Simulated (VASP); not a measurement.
Input of a VASP 6.6.1 run:

The input INCAR:

```
SYSTEM = SiC5
PREC = Accurate
ENCUT = 600
EDIFF = 1E-6
ISMEAR = 0
SIGMA = 0.1
LREAL = .FALSE.
LASPH = .TRUE.
NELM = 80
ALGO = Normal
ISIF = 3
LWAVE = .FALSE.
LCHARG = .FALSE.
GGA = PE
IBRION = 2
NSW = 100
EDIFFG = -0.01
```

KPOINTS

```
regular mesh
0
G
  12 12 6
  0 0 0
```

POSCAR

```
SiC5
1.0
    3.5961499694      0.0000000000      0.0000000000
   -1.7980749847      3.1143572293      0.0000000000
    0.0000000000      0.0000000000      8.1945748510
Si C
1 5
Direct
    0.0000000000      0.0000000000      0.5000000000
    0.3333333333      0.6666666667      0.5000000000
    0.0000000000      0.7747883877      0.0000000000
    0.7747883877      0.0000000000      0.0000000000
    0.2252116123      0.2252116123      0.0000000000
    0.6666666667      0.3333333333      0.5000000000
```

Potentials or basis: VASP PAW PBE potentials, release 64 (Si, C).

The run is started by

```sh
$ cat potpaw_PBE.64/Si/POTCAR potpaw_PBE.64/C/POTCAR > POTCAR
$ mpirun -np 1 vasp_std > vasp.out
```

**Question.** Predict the band gap on the k mesh.

**Answer.** Zero (bands 12 and 13 overlap by 1.46 eV).

**Question.** What does it give for the space group after relaxing (to 0.1 Å)?

**Answer.** P-62m (No. 189).

**Question.** Predict the relaxed volume.

**Answer.** 15.28 Å³/atom.

Step by step:
```tsv
step	energy change (eV)	largest force (eV/Å)	pressure (GPa)	volume (Å³)
1	0.0000	0.1802	0.13	91.78
2	0.0067	0.6188	-1.14	91.94
3	-0.0005	0.0080	-0.15	91.81
4	-0.0006	0.0008	-0.05	91.66
```
